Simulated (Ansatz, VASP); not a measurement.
## Two plane-wave programs on PbF2

The input INCAR:

```
PREC     = Accurate       # precision mode
ENCUT    = 520            # plane-wave cutoff, eV
EDIFF    = 1E-6           # SCF threshold, eV
ISMEAR   = 0              # smearing method
SIGMA    = 0.02           # smearing width, eV
LREAL    = F              # projectors in reciprocal space
LASPH    = T              # aspherical terms in the spheres
NELM     = 80             # most SCF steps
ALGO     = Normal         # electronic algorithm
ISIF     = 2              # what is computed and relaxed
LWAVE    = F              # write WAVECAR
LCHARG   = T              # write CHGCAR
GGA      = PE             # functional
LELF     = T              # ELF
LVHAR    = T            
NBANDS   = 21             # bands
```

Contents of KPOINTS:

```
Automatic mesh
0
Gamma
  8 8 8
```

POSCAR

```
PbF2
1.0
   -0.0621886590      3.1139471220      3.0974347560
    3.0895943520     -0.0492995100      3.0845456070
    3.0329890110      3.0444526320      0.0073058310
Pb F
1 2
Direct
    0.0019697965      0.0147515868     -0.0080273414
    0.2621420274      0.2300865364      0.2561114198
    0.7358915433      0.7551618769      0.7519125545
```

Input for Ansatz:

```yaml
crystal:
  lattice:
    - [-0.062188659, 3.113947122, 3.097434756]
    - [3.089594352, -0.04929951, 3.084545607]
    - [3.032989011, 3.044452632, 0.007305831]
  atoms:
    - { symbol: Pb, position: [0.0019697965, 0.0147515868, -0.0080273414] }
    - { symbol: F, position: [0.2621420274, 0.2300865364, 0.2561114198] }
    - { symbol: F, position: [0.7358915433, 0.7551618769, 0.7519125545] }
basis:
  ecutwfc: 420
kpoints:
  mp_grid: { grid: [8, 8, 8] }
hamiltonian:
  xc: pbe
scf:
  occupations: { method: gaussian, width: 0.02 }
output:
  forces: true
  stress: true
  eigenvalues: true
```

Alike in both runs: task single point; functional PBE; k mesh 8 × 8 × 8; occupations gaussian, width 0.02 eV; no spin polarisation.

```csv
,VASP,Ansatz
version,VASP 6.6.1,Ansatz 0.2.0
potentials or method,"VASP PAW PBE potentials, release 64 (Pb_d, F), cutoff 520 eV","scalar-relativistic, plane waves, PAW"
valence electrons in the cell,28,28
```

```csv
,VASP,Ansatz,Ansatz less VASP
gap on the k mesh at the Fermi level (eV),4.25,4.25,+0.006
least direct gap on the mesh (eV),4.50,4.50,+0.003
pressure (GPa),-4.9,-4.7,+0.20
"traceless stress, the component that is largest in VASP (GPa)",0.55,0.54,-0.011
rms of the force components (eV/Å),0.073,0.072,-0.0005
```

Atom by atom the forces differ by 0.001 eV/Å (rms over components).

Neither program's run includes spin-orbit coupling.
